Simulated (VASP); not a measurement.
The system is C.

```
CELL_PARAMETERS angstrom
0.00000 1.78015 1.78015
1.78015 0.00000 1.78015
1.78015 1.78015 0.00000
ATOMIC_POSITIONS crystal
C 0.50000 0.50000 0.50000
C 0.75000 0.75000 0.75000
```

Base run:

* Program: VASP 6.6.1
* Functional: r2SCAN
* Potentials or basis: VASP PAW PBE potentials, release 64 (C)
* Cutoff: 520 eV
* k mesh: 8 × 8 × 8
* Occupations: fermi-dirac, width 0.05 eV
* Spin: no spin polarisation

Its results: band gap on the k mesh 4.34 eV, indirect (least direct gap 5.85 eV); pressure 1.1 GPa.

**Question.** The run is repeated on the same cell with these changes: potentials or basis from VASP PAW PBE potentials, release 64 (C) to VASP PAW PBE potentials, release 64 (C_h); cutoff from 520 eV to 910 eV; further incar settings from ALGO = Normal; EDIFF = 1e-07; NBANDS = 11 to ALGO = Normal; EDIFF = 1e-06; NBANDS = 11. What comes out?

**Answer.** Band gap on the k mesh 4.37 eV, indirect (least direct gap 5.89 eV); pressure -0.8 GPa.

Caveats: the PAW data sets were made with another functional, which shifts forces and pressure a little; the cutoff is under 1.25 times the usual one of these potentials, so pressure, stress and relaxed cells hold a basis-set (Pulay) error (some runs).

A k mesh can miss the band edges.
